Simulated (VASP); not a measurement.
**HfN: single point with PBE+D3(BJ)**

HfN:

```
Hf N
1.0
     3.13391    0.00000    0.00000
    -1.56695    2.71404    0.00000
     0.00000    0.00000    5.41677
Hf N
2 2
Direct
  0.66667 0.33333 0.75000
  0.33333 0.66667 0.25000
  0.00000 0.00000 0.00000
  0.00000 0.00000 0.50000
```

| Property | Result |
| --- | --- |
| Program | VASP 6.6.1 |
| Task | single point |
| Functional | PBE |
| Dispersion | D3(BJ) |
| Potentials or basis | VASP PAW PBE potentials, release 64 (Hf_pv, N) |
| Cutoff | 600 eV |
| k mesh | 6 × 6 × 4 |
| Occupations | gaussian, width 0.1 eV |
| Spin | no spin polarisation |

```json
{"Pressure": "-1.8 GPa", "Band gap on the k mesh": "zero (band 15 reaches 9.80 eV, above the bottom of band 16 at 7.49 eV)", "Dispersion energy per atom": "-0.386 eV"}
```

Stress tensor (GPa, compression positive):
```
-2.26  0.00  0.00
 0.00 -2.26  0.00
 0.00  0.00 -0.88
```

Levels at points of the mesh, in eV from the Fermi level:
```tsv
k point	band 12	band 13	band 14	band 15	band 16	band 17	band 18	band 19
(0.00, 0.00, 0.00)	-3.45	-3.45	-1.59	-0.44	0.89	0.89	1.19	2.02
(0.50, 0.00, 0.00)	-5.32	-3.12	-2.64	-2.29	2.59	2.90	4.59	4.81
(0.00, 0.00, 0.50)	-4.23	-4.23	-4.23	2.01	2.01	3.06	3.06	3.06
(0.50, 0.00, 0.50)	-5.31	-4.33	-4.33	-0.13	-0.13	4.87	4.87	4.96
```

Run time: 36 s on 1 thread of Intel Xeon 6975P-C, with other jobs on the host, peak memory 0.2 GiB.

Caveat: the k points lie up to 0.39 Å⁻¹ apart; three body term missing; spin-orbit coupling is left out, which moves the levels of the heavy elements; pairwise dispersion overbinds metals, which lowers pressure and volume.
